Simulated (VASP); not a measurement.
Write the native input for VASP 6.6.1 that does the following.

```yaml
Task: single point
Functional: PBEsol
Potentials_or_basis: VASP PAW PBE potentials, release 64 (Nb_sv, As)
Cutoff: 520 eV
k_mesh: 18 × 18 × 18
Occupations: gaussian, width 0.1 eV
Spin: no spin polarisation
Dipole_correction: no
Further_INCAR_settings: ALGO = Normal; EDIFF = 1e-06; NBANDS = 26
```

The structure of NbAs lies in POSCAR:

```
NbAs
1.0
   -1.7196532138      1.7196532138      5.7965408260
    1.7196532138     -1.7196532138      5.7965408260
    1.7196532138      1.7196532138     -5.7965408260
Nb As
2 2
Direct
    0.7487437888      0.7487437888      0.0000000000
    0.4987437888     -0.0012562112      0.5000000000
    0.1672562112      0.1672562112      0.0000000000
    0.9172562112      0.4172562112      0.5000000000
```

These files were run (other wordings do the same):

INCAR

```
PREC     = Accurate       # precision mode
ENCUT    = 520            # plane-wave cutoff, eV
EDIFF    = 1E-6           # SCF threshold, eV
ISMEAR   = 0              # smearing method
SIGMA    = 0.1            # smearing width, eV
LREAL    = False          # projectors in reciprocal space
LASPH    = True           # aspherical terms in the spheres
NELM     = 100            # most SCF steps
ALGO     = Normal         # electronic algorithm
ISIF     = 2              # what is computed and relaxed
LWAVE    = False          # write WAVECAR
LCHARG   = False          # write CHGCAR
GGA      = PS             # functional
NBANDS   = 26             # bands
```

KPOINTS

```
regular mesh
0
Gamma
  18 18 18
```

Potentials or basis: VASP PAW PBE potentials, release 64 (Nb_sv, As).

The run is started by

```console
$ cat potpaw_PBE.64/Nb_sv/POTCAR potpaw_PBE.64/As/POTCAR > POTCAR
$ mpirun -np 1 vasp_std > vasp.out
```

It gave:

```json
{
  "Pressure": "0.2 GPa",
  "Band gap on the k mesh": "zero (bands 18 and 19 overlap by 0.04 eV)"
}
```

Caveat: the PAW data sets were made with another functional, which shifts forces and pressure a little.

Run time: 12 min on 1 thread of Intel(R) Xeon(R) 6975P-C (Granite Rapids), with other jobs on the host, peak memory 0.89 GiB.
